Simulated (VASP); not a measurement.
Crystal: NaMo3.

```xyz
4
Lattice="3.9880 0.0000 0.0000 0.0000 3.9880 0.0000 0.0000 0.0000 3.9880" Properties=species:S:1:pos:R:3 pbc="T T T"
Na    0.0000    0.0000    0.0000
Mo    0.0000    1.9940    1.9940
Mo    1.9940    0.0000    1.9940
Mo    1.9940    1.9940    0.0000
```

```yaml
Program: VASP 6.6.1
Task: relaxation of cell and atoms
Functional: PBE
Potentials_or_basis: VASP PAW PBE potentials, release 64 (Na_pv, Mo_sv)
Cutoff: 600 eV
k_mesh: 4 × 4 × 4
Occupations: gaussian, width 0.1 eV
Spin: no spin polarisation
```

At the start: pressure 6.5 GPa; volume 15.86 Å³/atom.

Task: How do energy, volume and symmetry change on relaxing?

Result: Over 3 steps the energy falls by 12.1 meV/atom and the volume is 16.48 Å³/atom (+3.9 %); space group Pm-3m (No. 221, to 0.05 Å).

Step by step:
```tsv
step	energy change (eV)	largest force (eV/Å)	pressure (GPa)	volume (Å³)
1	0.0000	0.0000	6.51	63.42
2	0.0419	0.0000	-7.56	69.53
3	-0.0483	0.0000	-0.08	65.92
```

Final structure:
```
CELL_PARAMETERS angstrom
4.03952 0.00000 0.00000
0.00000 4.03952 0.00000
0.00000 0.00000 4.03952
ATOMIC_POSITIONS crystal
Na 0.00000 0.00000 0.00000
Mo 0.00000 0.50000 0.50000
Mo 0.50000 0.00000 0.50000
Mo 0.50000 0.50000 0.00000
```

Caveat: the k points lie up to 0.39 Å⁻¹ apart in the final cell.
